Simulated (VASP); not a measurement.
# BN (P6_3mc) in VASP: a series of runs

Runs on BN. Level: PBE. Tasks: single point.

Everything below comes from runs of VASP 6.6.1. Logs are shortened: lines on timing, memory, paths and dates and some standing lists are left out, and cuts for length are marked.

**1. The cell of the first run**

The structure is hexagonal, space group P6_3mc (No. 186). Conventional cell: a = 2.448 Å, b = 2.448 Å, c = 4.054 Å, α = 90.00°, β = 90.00°, γ = 120.00°. B (site symmetry 3m) has 4 N at 1.50 to 1.52 Å within 2.0 Å. Within 2.0 Å of N (site symmetry 3m) lie 4 B at 1.50 to 1.52 Å.

**2. Single point, PBE**

The input, INCAR:

```
  PREC = Accurate
  ENCUT = 600
  EDIFF = 1E-6
  ISMEAR = 0
  SIGMA = 0.01
  LREAL = False
  LASPH = True
  NELM = 120
  ALGO = Normal
  ISIF = 2
  LWAVE = False
  LCHARG = False
  GGA = PE
  NBANDS = 16
  GGA_COMPAT = False
```

The input, KPOINTS:

```
regular mesh
0
Gamma
  12 12 6
```

The input, POSCAR:

```
BN
1.0
    2.4484810794      0.0000000000      0.0000000000
   -1.2242405397      2.1204468116      0.0000000000
    0.0000000000      0.0000000000      4.0540899260
B N
2 2
Direct
    0.6666666667      0.3333333333      0.0000000000
    0.3333333333      0.6666666667      0.5000000000
    0.6666666667      0.3333333333      0.3750000000
    0.3333333333      0.6666666667      0.8750000000
```

Potentials or basis: VASP PAW PBE potentials, release 64 (B, N).

Command:

```bash
$ cat potpaw_PBE.64/B/POTCAR potpaw_PBE.64/N/POTCAR > POTCAR
$ mpirun -np 1 vasp_std > vasp.out
```

OUTCAR:

```text
PREC = Accurate
   ENCUT = 600
   EDIFF = 1E-6
   ISMEAR = 0
   LREAL = False
   LASPH = True
   NELM = 120
   ISIF = 2
   GGA = PE

 ion  position               nearest neighbor table
   1  0.667  0.333  0.000-   4 1.50   4 1.50   4 1.50   3 1.52
   2  0.333  0.667  0.500-   3 1.50   3 1.50   3 1.50   4 1.52
   3  0.667  0.333  0.375-   2 1.50   2 1.50   2 1.50   1 1.52
   4  0.333  0.667  0.875-   1 1.50   1 1.50   1 1.50   2 1.52

  LATTYP: Found a hexagonal cell.
 ALAT       =     2.4484810794
 C/A-ratio  =     1.6557570978

  Lattice vectors:

 A1 = (   2.4484810794,   0.0000000000,   0.0000000000)
 A2 = (  -1.2242405397,   2.1204468116,   0.0000000000)
 A3 = (   0.0000000000,   0.0000000000,   4.0540899260)

Analysis of symmetry for initial positions (statically):
=====================================================================
 Subroutine PRICEL returns:
 Original cell was already a primitive cell.

 Routine SETGRP: Setting up the symmetry group for a
 hexagonal supercell.

 Subroutine GETGRP returns: Found 12 space group operations
 (whereof  6 operations were pure point group operations)
 out of a pool of 24 trial point group operations.

The static configuration has the point symmetry C_3v.
 The point group associated with its full space group is C_6v.

Analysis of symmetry for dynamics (positions and initial velocities):
=====================================================================
 Subroutine PRICEL returns:
 Original cell was already a primitive cell.

 Routine SETGRP: Setting up the symmetry group for a
 hexagonal supercell.

 Subroutine GETGRP returns: Found 12 space group operations
 (whereof  6 operations were pure point group operations)
 out of a pool of 24 trial point group operations.

The dynamic configuration has the point symmetry C_3v.
 The point group associated with its full space group is C_6v.

 Subroutine INISYM returns: Found 12 space group operations
 (whereof  6 operations are pure point group operations),
 and found     1 'primitive' translations

----------------------------------------------------------------------------------------

                                     Primitive cell

  volume of cell :      21.0483

  direct lattice vectors                    reciprocal lattice vectors
     2.448481079  0.000000000  0.000000000     0.408416470  0.235799359  0.000000000
    -1.224240540  2.120446812  0.000000000     0.000000000  0.471598719  0.000000000
     0.000000000  0.000000000  4.054089926     0.000000000  0.000000000  0.246664484

  length of vectors
     2.448481079  2.448481076  4.054089926     0.471598718  0.471598719  0.246664484

  position of ions in fractional coordinates (direct lattice)
     0.666666667  0.333333333  0.000000000
     0.333333333  0.666666667  0.500000000
     0.666666667  0.333333333  0.375000000
     0.333333333  0.666666667  0.875000000

  ion indices of the primitive-cell ions
   primitive index   ion index
                 1           1
                 2           2
                 3           3
                 4           4

----------------------------------------------------------------------------------------

 KPOINTS: regular mesh

Automatic generation of k-mesh.
 Grid dimensions read from file:
 generate k-points for:   12   12    6

 Generating k-lattice:

  Cartesian coordinates                     Fractional coordinates (reciprocal lattice)
     0.034034706  0.019649947  0.000000000     0.083333333  0.000000000  0.000000000
     0.000000000  0.039299893  0.000000000     0.000000000  0.083333333  0.000000000
     0.000000000  0.000000000  0.041110747     0.000000000  0.000000000  0.166666667

  Length of vectors
     0.039299893  0.039299893  0.041110747

  Shift w.r.t. Gamma in fractional coordinates (k-lattice)
     0.000000000  0.000000000  0.000000000

 Subroutine IBZKPT returns following result:
 ===========================================

 Found     76 irreducible k-points:

 Following reciprocal coordinates:
            Coordinates               Weight
  0.000000  0.000000  0.000000      1.000000
  0.083333  0.000000  0.000000      6.000000
  0.166667 -0.000000  0.000000      6.000000
  0.250000 -0.000000  0.000000      6.000000
  0.333333  0.000000  0.000000      6.000000
  0.416667  0.000000  0.000000      6.000000
[... 16 lines left out ...]
  0.250000 -0.000000  0.166667     12.000000
  0.333333  0.000000  0.166667     12.000000
 [... further k-points ...]
   k-points           NKPTS =     76   k-points in BZ     NKDIM =     76   number of bands    NBANDS=     16
   number of dos      NEDOS =    301   number of ions     NIONS =      4
   total plane-waves  NPLWV =  12800
   dimension x,y,z NGX =    20 NGY =   20 NGZ =   32
   dimension x,y,z NGXF=    40 NGYF=   40 NGZF=   64
   ions per type =               2   2
   NGX,Y,Z   is equivalent  to a cutoff of  13.58, 13.58, 13.12 a.u.
   NGXF,Y,Z  is equivalent  to a cutoff of  27.16, 27.16, 26.24 a.u.
 SYSTEM =  unknown system
   PREC   = accura    normal or accurate (medium, high low for compatibility)
   ISTART =      0    job   : 0-new  1-cont  2-samecut
   ICHARG =      2    charge: 1-file 2-atom 10-const
   ISPIN  =      1    spin polarized calculation?
   LNONCOLLINEAR =      F non collinear calculations
   LSORBIT =      F    spin-orbit coupling
   LASPH  =      T    aspherical Exc in radial PAW
   ENCUT  =  600.0 eV  44.10 Ry    6.64 a.u.   4.89  4.89  8.10*2*pi/ulx,y,z
   NELM   =    120;   NELMIN=  2; NELMDL= -5     # of ELM steps
   EDIFF  = 0.1E-05   stopping-criterion for ELM
   LREAL  =      F    real-space projection
   EDIFFG = 0.1E-04   stopping-criterion for IOM
   NSW    =      0    number of steps for IOM
   IBRION =     -1    ionic relax: 0-MD 1-quasi-New 2-CG
   NFREE  =      0    steps in history (QN), initial steepest desc. (CG)
   ISIF   =      2    stress and relaxation
   ISYM   =      2    0-nonsym 1-usesym 2-fastsym
   POTIM  = 0.5000    time-step for ionic-motion
   TEBEG  =    0.0;   TEEND  =   0.0 temperature during run
   PSTRESS=    0.0 pullay stress
   NELECT =      16.0000    total number of electrons
   NUPDOWN=      -1.0000    fix difference up-down
   EMIN   =  10.00;   EMAX   =-10.00  energy-range for DOS
   EFERMI =   0.00;   METHOD = LEGACY
   ISMEAR =     0;   SIGMA  =   0.01  broadening in eV -4-tet -1-fermi 0-gaus
   EFERMI_NEDOS =   21; number of points for ismear=-14 and -15
   IALGO  =     38    algorithm
   IMIX   =      4    mixing-type and parameters
     AMIX     =   0.40;   BMIX     =  1.00
     AMIX_MAG =   1.60;   BMIX_MAG =  1.00
  volume/ion in A,a.u.               =       5.26        35.51
  Fermi-wavevector in a.u.,A,eV,Ry     =   1.494086  2.823414 30.372198  2.232294
  Thomas-Fermi vector in A             =   2.606404
   LORBIT       =      0    0 simple, 1 ext, 2 COOP (PROOUT), +10 PAW based schemes
   GGA     = PE    functional components
   LHFCALC =     F    Hartree Fock is set to
   AEXX    =    0.0000 exact exchange contribution
   IVDW    =     0    specifies the selected vdW correction
   LEPSILON=     F    determine dielectric tensor
   LRPA    =     F    only Hartree local field effects (RPA)
 non-spin polarized calculation
 Gauss-broadening in eV      SIGMA  =   0.01
  energy-cutoff  :      600.00
  volume of cell :       21.05
 maximum number of plane-waves:       726
 NGX is ok and might be reduce to    20
   NGX =  9   NGY =  9   NGZ = 17

 number of electron      16.0000001 magnetization

 Free energy of the ion-electron system (eV)
  ---------------------------------------------------
  ext. energy  EPLUGINS =         0.00000000
  ---------------------------------------------------
  free energy    TOTEN  =       -34.35575165 eV

  energy without entropy =      -34.35575165  energy(sigma->0) =      -34.35575165

 E-fermi :   9.2274     XC(G=0): -13.3923

 val. band max:        9.0707096998   @ k =   0.0000   0.0000   0.0000
 cond. band min:      14.0688790235   @ k =   0.3333   0.3333   0.0000
 fundamental gap:      4.9981693237
 Fermi energy:         9.2273901796

 k-point     1 :       0.0000    0.0000    0.0000
  band No.  band energies     occupation
      1     -12.7328      2.00000
      2      -8.0247      2.00000
      3      -2.9981      2.00000
      4       6.6960      2.00000
      5       6.6960      2.00000
      6       8.7827      2.00000
[... 8 lines left out ...]
     15      21.8725      0.00000
     16      26.8061      0.00000

 k-point     2 :       0.0833    0.0000    0.0000
  band No.  band energies     occupation
      1     -12.5672      2.00000
      2      -7.8942      2.00000
      3      -2.8359      2.00000
      4       5.9523      2.00000
      5       6.3724      2.00000
      6       8.4668      2.00000
[... 8 lines left out ...]
     15      22.3809      0.00000
     16      26.4975      0.00000

 k-point     3 :       0.1667   -0.0000    0.0000
  band No.  band energies     occupation
      1     -12.0746      2.00000
      2      -7.5193      2.00000
      3      -2.3554      2.00000
      4       4.1502      2.00000
      5       5.6195      2.00000
      6       6.9630      2.00000
[... 8 lines left out ...]
     15      23.7022      0.00000
     16      25.5202      0.00000

 k-point     4 :       0.2500   -0.0000    0.0000
  band No.  band energies     occupation
      1     -11.2703      2.00000
      2      -6.9648      2.00000
      3      -1.5804      2.00000
      4       2.0015      2.00000
      5       4.7845      2.00000
      6       5.0580      2.00000
[... 8 lines left out ...]
     15      25.4151      0.00000
     16      26.0391      0.00000
[... 324 lines left out ...]
 k-point    22 :       0.1667   -0.0000    0.1667
  band No.  band energies     occupation
      1     -11.8958      2.00000
      2      -8.1663      2.00000
      3      -1.4172      2.00000
      4       4.3065      2.00000
      5       5.7658      2.00000
      6       6.5007      2.00000
[... 8 lines left out ...]
     15      23.7431      0.00000
     16      25.7324      0.00000

 k-point    23 :       0.2500   -0.0000    0.1667
  band No.  band energies     occupation
      1     -11.0963      2.00000
      2      -7.5444      2.00000
      3      -0.7946      2.00000
      4       2.2271      2.00000
      5       4.5829      2.00000
      6       4.9387      2.00000
[... 8 lines left out ...]
     15      25.0288      0.00000
     16      26.2122      0.00000

 k-point    24 :       0.3333    0.0000    0.1667
  band No.  band energies     occupation
      1     -10.0274      2.00000
      2      -6.8616      2.00000
      3      -0.6337      2.00000
      4       0.9669      2.00000
      5       2.6192      2.00000
      6       4.2451      2.00000
[... 8 lines left out ...]
     15      26.6384      0.00000
     16      27.1889      0.00000

 [... further k-points ...]

------------------------ aborting loop because EDIFF is reached ----------------------------------------

  FORCE on cell =-STRESS in cart. coord.  units (eV):
  Direction    XX          YY          ZZ          XY          YZ          ZX
  --------------------------------------------------------------------------------------
  -------------------------------------------------------------------------------------
  Total        7.8455645      7.8455645      7.7030895      0.0000000     -0.0000000      0.0000000
  in kB      597.1965186    597.1965164    586.3514609      0.0000000     -0.0000000      0.0000000
  external PRESSURE =     593.5814986 kB  Pullay stress =       0.0000000 kB

 VOLUME and BASIS-vectors are now :
 -----------------------------------------------------------------------------
  energy-cutoff  :      600.00
  volume of cell :       21.05
      direct lattice vectors                 reciprocal lattice vectors
     2.448481079  0.000000000  0.000000000     0.408416470  0.235799359  0.000000000
    -1.224240540  2.120446812  0.000000000     0.000000000  0.471598719  0.000000000
     0.000000000  0.000000000  4.054089926     0.000000000  0.000000000  0.246664484

 POSITION                                       TOTAL-FORCE (eV/Angst)
 -----------------------------------------------------------------------------------
      1.22424      0.70682      0.00000         0.000000      0.000000      0.166186
     -0.00000      1.41363      2.02704        -0.000000      0.000000      0.166186
      1.22424      0.70682      1.52028         0.000000     -0.000000     -0.166186
     -0.00000      1.41363      3.54733        -0.000000     -0.000000     -0.166186
 -----------------------------------------------------------------------------------
    total drift:                                0.000000      0.000000     -0.000397

  FREE ENERGIE OF THE ION-ELECTRON SYSTEM (eV)
  ---------------------------------------------------
  free  energy   TOTEN  =       -34.3557516496 eV

  energy  without entropy=      -34.3557516496  energy(sigma->0) =      -34.35575165
```

Wall time 23 s (1 thread of Intel Xeon Platinum 8259CL at 2.50GHz (Skylake/Cascade Lake), shared host); peak memory 0.15 GiB.

Results:

| Quantity | Value |
| --- | --- |
| Free energy | -34.3558 eV |
| Pressure | 59.4 GPa |
| Largest force | 0.166 eV/Å |
| Band gap on the k mesh | 5.00 eV, indirect (least direct gap 8.85 eV) |

Forces on the atoms (eV/Å):
```
B    0.000  0.000  0.166
B    0.000  0.000  0.166
N    0.000  0.000 -0.166
N    0.000  0.000 -0.166
```

Stress tensor (GPa, compression positive):
```
59.72  0.00  0.00
 0.00 59.72  0.00
 0.00  0.00 58.64
```

A k mesh can miss the band edges.

**3. Single point, PBE**

This run uses another cell than the first one, of 5.41 Å³/atom, 1.028 times its volume.

The input, INCAR:

```
  ALGO = Normal
  EDIFF = 1E-6
  ENCUT = 600
  GGA = PE
  GGA_COMPAT = False
  ISIF = 2
  ISMEAR = 0
  LASPH = True
  LCHARG = False
  LREAL = False
  LWAVE = False
  NBANDS = 16
  NELM = 120
  PREC = Accurate
  SIGMA = 0.01
```

The input, KPOINTS:

```
k-points
0
Gamma
  12 12 6
```

The input, POSCAR:

```
BN
1.0
    2.4709454634      0.0000000000      0.0000000000
   -1.2354727317      2.1399015387      0.0000000000
    0.0000000000      0.0000000000      4.0912854892
B N
2 2
Direct
    0.6666666667      0.3333333333      0.0000000000
    0.3333333333      0.6666666667      0.5000000000
    0.6666666667      0.3333333333      0.3750000000
    0.3333333333      0.6666666667      0.8750000000
```

Potentials or basis: VASP PAW PBE potentials, release 64 (B, N).

Command:

```bash
$ cat potpaw_PBE.64/B/POTCAR potpaw_PBE.64/N/POTCAR > POTCAR
$ mpirun -np 1 vasp_std > vasp.out
```

It took 24 s on 1 thread of Intel Xeon Platinum 8259CL at 2.50GHz (Skylake/Cascade Lake), shared host; peak memory 0.15 GiB.

It converged, with:

- Free energy: -34.5462 eV
- Pressure: 44.2 GPa
- Largest force: 0.136 eV/Å
- Band gap on the k mesh: 5.06 eV, indirect (least direct gap 8.72 eV)

Forces in eV/Å, atoms in the order of the input:
```
B    0.000  0.000  0.136
B    0.000  0.000  0.136
N    0.000  0.000 -0.136
N    0.000  0.000 -0.136
```

Stress tensor (GPa, compression positive):
```
44.57  0.00  0.00
 0.00 44.57  0.00
 0.00  0.00 43.44
```

Levels at points of the mesh, in eV from the valence-band top:
| k point | band 6 | band 7 | band 8 | band 9 | band 10 | band 11 |
| --- | --- | --- | --- | --- | --- | --- |
| (0.00, 0.00, 0.00) | -0.28 | 0.00 | 0.00 | 8.76 | 8.76 | 9.05 |
| (0.50, 0.00, 0.00) | -5.44 | -4.85 | -2.31 | 7.05 | 8.25 | 11.12 |
| (0.00, 0.00, 0.50) | -1.28 | -1.28 | -1.28 | 10.34 | 10.34 | 10.42 |
| (0.50, 0.00, 0.50) | -4.12 | -3.86 | -3.86 | 6.91 | 6.91 | 10.64 |

A k mesh can miss the band edges.

(Continued in part 2 of 2.)
